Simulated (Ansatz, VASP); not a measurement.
Two plane-wave programs on Li3H

File INCAR:

```
SYSTEM = Li3H
PREC = Accurate
ENCUT = 600
EDIFF = 1E-6
ISMEAR = 0
SIGMA = 0.1
LREAL = .False.
LASPH = .True.
NELM = 80
ALGO = Normal
ISIF = 3
LWAVE = .False.
LCHARG = .False.
GGA = PE
IBRION = 2
NSW = 90
EDIFFG = -0.04
```

KPOINTS

```
regular mesh
0
Gamma
  6 6 6
  0 0 0
```

POSCAR

```
Li3H
1.0
    3.4611568026      0.0000000000      0.0000000000
    0.0000000000      3.4611568026      0.0000000000
    0.0000000000      0.0000000000      3.4611568026
Li H
3 1
Direct
    0.0000000000      0.5000000000      0.5000000000
    0.5000000000      0.0000000000      0.5000000000
    0.5000000000      0.5000000000      0.0000000000
    0.0000000000      0.0000000000      0.0000000000
```

Input for Ansatz:

```yaml
crystal:
  lattice:
    - [3.4611568026, 0.0, 0.0]
    - [0.0, 3.4611568026, 0.0]
    - [0.0, 0.0, 3.4611568026]
  atoms:
    - { symbol: Li, position: [0.0, 0.5, 0.5] }
    - { symbol: Li, position: [0.5, 0.0, 0.5] }
    - { symbol: Li, position: [0.5, 0.5, 0.0] }
    - { symbol: H, position: [0.0, 0.0, 0.0] }
basis:
  ecutwfc: 420
kpoints:
  mp_grid: { grid: [6, 6, 6] }
hamiltonian:
  xc: pbe
scf:
  occupations: { method: gaussian, width: 0.1 }
  lower_state_search: "off"
output:
  forces: true
  stress: true
  eigenvalues: true
relax:
  adjacent_minimum: "off"
  f_tol: 0.04
  max_steps: 70
  cell: { stress_tol: 0.4 }
```

Alike in both runs: task relaxation of cell and atoms; functional PBE; k mesh 6 × 6 × 6; occupations gaussian, width 0.1 eV; no spin polarisation.

```csv
,VASP,Ansatz
version,VASP 6.6.1,Ansatz 0.2.0
potentials or method,"VASP PAW PBE potentials, release 64 (Li_sv, H), cutoff 600 eV","scalar-relativistic, plane waves, PAW"
valence electrons in the cell,10,10
```

Ansatz gave:

```
gap on the k mesh at the Fermi level, each at its own relaxed structure (eV)  : none
relaxed volume (Å³/atom)                                                      : 14.45
relaxed length of the cell vector where the two differ most in proportion (Å) : 3.866
```

Question: Estimate VASP's values.

Answer: gap on the k mesh at the Fermi level, each at its own relaxed structure (eV): none; relaxed volume (Å³/atom): 14.34; relaxed length of the cell vector where the two differ most in proportion (Å): 3.856.

A gap of «none» marks a metal or a gap that the smearing closes.

Noted on VASP's run: the cutoff is under 1.25 times that of the potentials, so the pressure is a little rough; the volume moved by over 15 % at a fixed basis, so the end points are rough.
